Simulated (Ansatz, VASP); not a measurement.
One calculation of HPbNO4, two programs

```
H Pb N O
1.0
     4.85797    0.00000    0.00000
     0.00000    5.52155    0.00000
     0.00000    0.00000    7.14557
H Pb N O
2 2 2 8
Cartesian
  0.0000 2.7608 1.3803
  2.4290 0.0000 5.7653
  2.4290 2.7608 6.8067
  0.0000 0.0000 0.3389
  0.0000 0.0000 4.5484
  2.4290 2.7608 2.5971
  0.0000 2.7608 0.4187
  2.4290 0.0000 6.7268
  0.0000 1.0805 5.2159
  0.0000 4.4410 5.2159
  0.0000 0.0000 3.3406
  2.4290 3.8413 1.9297
  2.4290 1.6803 1.9297
  2.4290 2.7608 3.8050
```

Alike in both runs: task single point; functional PBE; k mesh 6 × 5 × 4; occupations fermi-dirac, width 0.05 eV; no spin polarisation.

```csv
,VASP,Ansatz
version,VASP 6.6.1,Ansatz 0.2.0
potentials or method,"VASP PAW PBE potentials, release 64 (H, Pb_d, N, O)",Ansatz PAW
plane-wave cutoff (eV),520,420
valence electrons in the cell,88,88
```

|  | VASP | Ansatz | Ansatz less VASP |
| --- | --- | --- | --- |
| gap on the k mesh at the Fermi level (eV) | 2.97 | 2.98 | +0.013 |
| least direct gap on the mesh (eV) | 3.01 | 3.03 | +0.011 |
| pressure (GPa) | 5.0 | 4.2 | -0.84 |
| traceless stress, the component that is largest in VASP (GPa) | -3.73 | -2.63 | +1.093 |
| rms of the force components (eV/Å) | 0.653 | 0.460 | -0.1935 |

Atom by atom the forces differ by 0.201 eV/Å (rms over components).

Neither program's run includes spin-orbit coupling. Noted on VASP's run: the standard files for N, O and F lose accuracy on very short bonds. Noted on Ansatz's run: odd divisions of the mesh miss points on the zone boundary, where band edges often lie, so the gap on the mesh can be too wide.
